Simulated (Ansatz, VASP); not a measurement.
# Two plane-wave programs on C

```
C
1.0
     0.00000    2.16626    2.16626
     2.16626    0.00000    2.16626
     2.16626    2.16626    0.00000
C
3
Direct
  0.25000 0.25000 0.25000
  0.75000 0.75000 0.75000
  0.00000 0.00000 0.00000
```

Alike in both runs: functional PBE; k mesh 8 × 8 × 8; occupations gaussian, width 0.1 eV; no spin polarisation.

Ansatz relaxed the structure, and its values are those at the end. VASP's run is a single point on that final structure, the one shown.

|  | VASP | Ansatz |
| --- | --- | --- |
| version | VASP 6.6.1 | Ansatz 0.2.0 |
| potentials or method | VASP PAW PBE potentials, release 64 (C), cutoff 600 eV | scalar-relativistic, plane waves, PAW |
| valence electrons in the cell | 12 | 12 |

|  | VASP | Ansatz | Ansatz less VASP |
| --- | --- | --- | --- |
| gap on the k mesh at the Fermi level (eV) | none | none | - |
| pressure (GPa) | 0.0 | 0.1 | +0.15 |

A gap of «none» marks a metal or a gap that the smearing closes.
